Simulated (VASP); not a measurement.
The system is BaO.

```
Ba O
1.0
     0.00000    2.76000    2.76000
     2.76000    0.00000    2.76000
     2.76000    2.76000    0.00000
Ba O
1 1
Direct
  0.00000 0.00000 0.00000
  0.50000 0.50000 0.50000
```

- Program: VASP 6.6.1
- Task: relaxation of cell and atoms
- Functional: PBE
- Potentials or basis: VASP PAW PBE potentials, release 64 (Ba_sv, O)
- Cutoff: 600 eV
- k mesh: 8 × 8 × 8
- Occupations: gaussian, width 0.02 eV
- Spin: no spin polarisation

At the start: pressure 3.8 GPa; volume 21.02 Å³/atom.

**Question.** How do energy, volume and symmetry change on relaxing?

**Answer.** Over 3 steps the energy falls by 12.4 meV/atom and the volume is 22.11 Å³/atom (+5.2 %); space group Fm-3m (No. 225, to 0.1 Å) before and after.

Step by step:
| step | energy change (eV) | largest force (eV/Å) | pressure (GPa) | volume (Å³) |
| --- | --- | --- | --- | --- |
| 1 | 0.0000 | 0.0000 | 3.84 | 42.05 |
| 2 | -0.0204 | 0.0000 | -1.40 | 45.19 |
| 3 | -0.0248 | 0.0000 | 0.00 | 44.22 |

Final structure:
```
CELL_PARAMETERS angstrom
0.00000 2.80661 2.80661
2.80661 0.00000 2.80661
2.80661 2.80661 0.00000
ATOMIC_POSITIONS crystal
Ba 0.00000 0.00000 0.00000
O 0.50000 0.50000 0.50000
```
